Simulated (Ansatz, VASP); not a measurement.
**Na2ZrO2 in VASP and in Ansatz**

File INCAR:

```
SYSTEM = Na2ZrO2
PREC = Accurate
ENCUT = 600
EDIFF = 1E-6
ISMEAR = 0
SIGMA = 0.1
LREAL = .False.
LASPH = .True.
NELM = 60
ALGO = Normal
ISIF = 3
LWAVE = .False.
LCHARG = .False.
GGA = PE
IBRION = 2
NSW = 100
EDIFFG = -0.01
```

File KPOINTS:

```
regular mesh
0
Gamma
  12 12 4
  0 0 0
```

The input POSCAR:

```
Na2ZrO2
1.0
    3.2117372083      0.0000000000      0.0000000000
   -1.6058686041      2.7814460126      0.0000000000
    0.0000000000      0.0000000000      8.8886063695
Na Zr O
2 1 2
Direct
    0.3333333333      0.6666666667      0.6742231152
    0.6666666667      0.3333333333      0.3257768848
    0.0000000000      0.0000000000      0.0000000000
    0.6666666667      0.3333333333      0.8613614422
    0.3333333333      0.6666666667      0.1386385578
```

Input for Ansatz:

```yaml
crystal:
  lattice:
    - [3.2117372083, 0.0, 0.0]
    - [-1.6058686041, 2.7814460126, 0.0]
    - [0.0, 0.0, 8.8886063695]
  atoms:
    - { symbol: Na, position: [0.3333333333, 0.6666666667, 0.6742231152] }
    - { symbol: Na, position: [0.6666666667, 0.3333333333, 0.3257768848] }
    - { symbol: Zr, position: [0.0, 0.0, 0.0] }
    - { symbol: O, position: [0.6666666667, 0.3333333333, 0.8613614422] }
    - { symbol: O, position: [0.3333333333, 0.6666666667, 0.1386385578] }
basis:
  ecutwfc: 420
kpoints:
  mp_grid: { grid: [12, 12, 4] }
hamiltonian:
  xc: pbe
scf:
  occupations: { method: gaussian, width: 0.1 }
output:
  forces: true
  stress: true
  eigenvalues: true
relax:
  adjacent_minimum: "off"
  f_tol: 0.01
  max_steps: 80
  cell: { stress_tol: 0.05 }
```

Change from the starting cell: species swapped into the CaMn2P2 type (P-3m1, No. 164).

Alike in both runs: task relaxation of cell and atoms; functional PBE; k mesh 12 × 12 × 4; occupations gaussian, width 0.1 eV; no spin polarisation.

|  | VASP | Ansatz |
| --- | --- | --- |
| version | VASP 6.6.1 | Ansatz 0.2.0 |
| potentials or method | VASP PAW PBE potentials, release 64 (Na_pv, Zr_sv, O), cutoff 600 eV | scalar-relativistic, plane waves, PAW |
| valence electrons in the cell | 38 | 42 |

|  | VASP | Ansatz | Ansatz less VASP |
| --- | --- | --- | --- |
| gap on the k mesh at the Fermi level, each at its own relaxed structure (eV) | none | none | - |
| relaxed volume (Å³/atom) | 15.81 | 15.85 | +0.048 |
| relaxed cell length with the largest relative difference (Å) | 8.875 | 8.898 | +0.0223 |

A gap of «none» marks a metal or a gap that the smearing closes. VASP's potentials hold 38 valence electrons a cell and Ansatz's 42, so a difference there can come from the potentials and not from the codes.
